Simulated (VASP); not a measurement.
Wanted: the native input for a VASP 6.6.1 run.

- Task: single point
- Functional: r2SCAN
- Potentials or basis: VASP PAW PBE potentials, release 64 (Be)
- Cutoff: 520 eV
- k mesh: 26 × 26 × 15
- Occupations: fermi-dirac, width 0.1 eV
- Spin: no spin polarisation
- Dipole correction: no
- Further INCAR settings: ALGO = Normal; EDIFF = 1e-06; NBANDS = 9

Crystal: Be.

```xyz
2
Lattice="2.2646 0.0000 0.0000 -1.1323 1.9612 0.0000 0.0000 0.0000 3.5613" Properties=species:S:1:pos:R:3 pbc="T T T"
Be    0.0000    1.3075    0.8903
Be    1.1323    0.6537    2.6709
```

One way to write it, as run:

POSCAR

```
Be
1.0
    2.2645998697      0.0000000000      0.0000000000
   -1.1322999349      1.9612010165      0.0000000000
    0.0000000000      0.0000000000      3.5612588024
Be
2
Direct
    0.3333333333      0.6666666667      0.2500000000
    0.6666666667      0.3333333333      0.7500000000
```

INCAR.step1

```
PREC     = Accurate       # precision mode
ENCUT    = 520            # plane-wave cutoff, eV
ISMEAR   = -1             # smearing method
SIGMA    = 0.1            # smearing width, eV
LREAL    = F              # projectors in reciprocal space
LASPH    = T              # aspherical terms in the spheres
NELM     = 100            # most SCF steps
NBANDS   = 9              # bands
GGA      = PE             # functional
ALGO     = Normal         # electronic algorithm
EDIFF    = 1E-4           # SCF threshold, eV
LWAVE    = T              # write WAVECAR
LCHARG   = F              # write CHGCAR
```

INCAR.step2

```
PREC     = Accurate       # precision mode
ENCUT    = 520            # plane-wave cutoff, eV
EDIFF    = 1E-6           # SCF threshold, eV
ISMEAR   = -1             # smearing method
SIGMA    = 0.1            # smearing width, eV
LREAL    = F              # projectors in reciprocal space
LASPH    = T              # aspherical terms in the spheres
NELM     = 100            # most SCF steps
ALGO     = Normal         # electronic algorithm
ISIF     = 2              # what is computed and relaxed
LWAVE    = F              # write WAVECAR
LCHARG   = F              # write CHGCAR
METAGGA  = R2SCAN         # meta-GGA
LMIXTAU  = T            
NBANDS   = 9              # bands
ISTART   = 1
```

KPOINTS

```
regular mesh
0
Gamma
  26 26 15
```

Potentials or basis: VASP PAW PBE potentials, release 64 (Be).

Run with:

```sh
$ cat potpaw_PBE.64/Be/POTCAR > POTCAR
$ cp INCAR.step1 INCAR
$ mpirun -np 1 vasp_std > vasp.out
$ cp INCAR.step2 INCAR
$ mpirun -np 1 vasp_std > vasp.out
```

It gave:

* Pressure: 0.2 GPa
* Band gap on the k mesh: zero (bands 2 and 3 overlap by 1.83 eV)

Caveat: the PAW data sets were made with another functional, which shifts forces and pressure a little.

Wall time 120 s on 1 thread of Intel(R) Xeon(R) Platinum 8488C (Sapphire Rapids), on a shared host, peak memory 0.18 GiB.
